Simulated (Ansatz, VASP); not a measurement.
Co: VASP beside Ansatz

File INCAR:

```
SYSTEM = Co
PREC = Accurate
ENCUT = 520
EDIFF = 1E-6
ISMEAR = 0
SIGMA = 0.15
LREAL = .False.
LASPH = .True.
NELM = 150
ALGO = Fast
ISIF = 2
LWAVE = .False.
LCHARG = .False.
ISPIN = 2
MAGMOM = 1.81 1.83 1.81 1.83
LORBIT = 11
LMAXMIX = 4
GGA = PS
NBANDS = 30
```

KPOINTS

```
regular mesh
0
Gamma
  24 24 6
  0 0 0
```

File POSCAR:

```
Co
1.0
    2.4552110702      0.0000000000      0.0000000000
   -1.2276055351      2.1262751584      0.0000000000
    0.0000000000      0.0000000000      7.9648408746
Co
4
Direct
    0.0000000000      0.0000000000      0.0131829376
    0.3333333333      0.6666666667      0.2368170624
    0.0000000000      0.0000000000      0.5131829376
    0.6666666667      0.3333333333      0.7368170624
```

Input for Ansatz:

```yaml
crystal:
  lattice:
    - [2.4552110702, 0.0, 0.0]
    - [-1.2276055351, 2.1262751584, 0.0]
    - [0.0, 0.0, 7.9648408746]
  atoms:
    - { symbol: Co, position: [0.0, 0.0, 0.0131829376], spin: 1.81 }
    - { symbol: Co, position: [0.3333333333, 0.6666666667, 0.2368170624], spin: 1.83 }
    - { symbol: Co, position: [0.0, 0.0, 0.5131829376], spin: 1.81 }
    - { symbol: Co, position: [0.6666666667, 0.3333333333, 0.7368170624], spin: 1.83 }
basis:
  ecutwfc: 420
kpoints:
  mp_grid: { grid: [24, 24, 6] }
hamiltonian:
  xc: pbesol
scf:
  occupations: { method: gaussian, width: 0.15 }
output:
  forces: true
  stress: true
  eigenvalues: true
  populations: true
magnetization:
  spin_polarized: true
```

Change from the starting cell: mode 12 (257.6 1/cm) frozen in, largest displacement +0.105 Å.

Alike in both runs: task single point; functional PBEsol; k mesh 24 × 24 × 6; occupations gaussian, width 0.15 eV; collinear spin.

|  | VASP | Ansatz |
| --- | --- | --- |
| version | VASP 6.6.1 | Ansatz 0.2.0 |
| potentials or method | VASP PAW PBE potentials, release 64 (Co), cutoff 520 eV | scalar-relativistic, plane waves, PAW |
| valence electrons in the cell | 36 | 68 |

Ansatz gave:

- gap on the k mesh at the Fermi level (eV): none
- pressure (GPa): 7.2
- traceless stress, the component that is largest in VASP (GPa): 5.07
- rms of the force components (eV/Å): 1.249
- net moment per atom (μB): 1.60
- size of the moment on the site where the two differ most (μB): 1.66

Q: What did VASP give for the same quantities?

A: gap on the k mesh at the Fermi level (eV): none; pressure (GPa): 6.2; traceless stress, the component that is largest in VASP (GPa): 4.92; rms of the force components (eV/Å): 1.216; net moment per atom (μB): 1.59; size of the moment on the site where the two differ most (μB): 1.60.

VASP's potentials were made for PBE, not for PBEsol. Site moments also hang on the region over which each program counts them. Atom by atom the forces differ by 0.033 eV/Å (rms over components). A gap of «none» marks a metal or a gap that the smearing closes. VASP's potentials hold 36 valence electrons a cell and Ansatz's 68, so a difference there can come from the potentials and not from the codes.
